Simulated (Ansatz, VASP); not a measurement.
**One calculation of MoS2, two programs**

```
CELL_PARAMETERS angstrom
3.14139 0.00000 0.00000
-1.57069 2.72052 0.00000
0.00000 0.00000 12.08169
ATOMIC_POSITIONS crystal
Mo 0.66667 0.33333 0.25000
Mo 0.33333 0.66667 0.75000
S 0.66667 0.33333 0.62119
S 0.33333 0.66667 0.37881
S 0.66667 0.33333 0.87881
S 0.33333 0.66667 0.12119
```

Change from the starting cell: strain along c alone, the other axes held, atoms relaxed: -4.0 %.

Alike in both runs: functional PBEsol; k mesh 12 × 12 × 2; occupations gaussian, width 0.02 eV; no spin polarisation.

Ansatz relaxed the structure, and its values are those at the end. VASP's run is a single point on that final structure, the one shown.

```csv
,VASP,Ansatz
version,VASP 6.6.1,Ansatz 0.2.0
potentials or method,"VASP PAW PBE potentials, release 64 (Mo_sv, S), cutoff 520 eV","scalar-relativistic, plane waves, PAW"
valence electrons in the cell,52,52
```

Ansatz gave:

- gap on the k mesh at the Fermi level (eV): 0.75
- least direct gap on the mesh (eV): 1.71
- pressure (GPa): 0.7

What did VASP give for the same quantities?

gap on the k mesh at the Fermi level (eV): 0.76; least direct gap on the mesh (eV): 1.71; pressure (GPa): 0.7.

VASP's potentials were made for PBE, not for PBEsol. Ansatz's warnings: stress scf threshold loose.
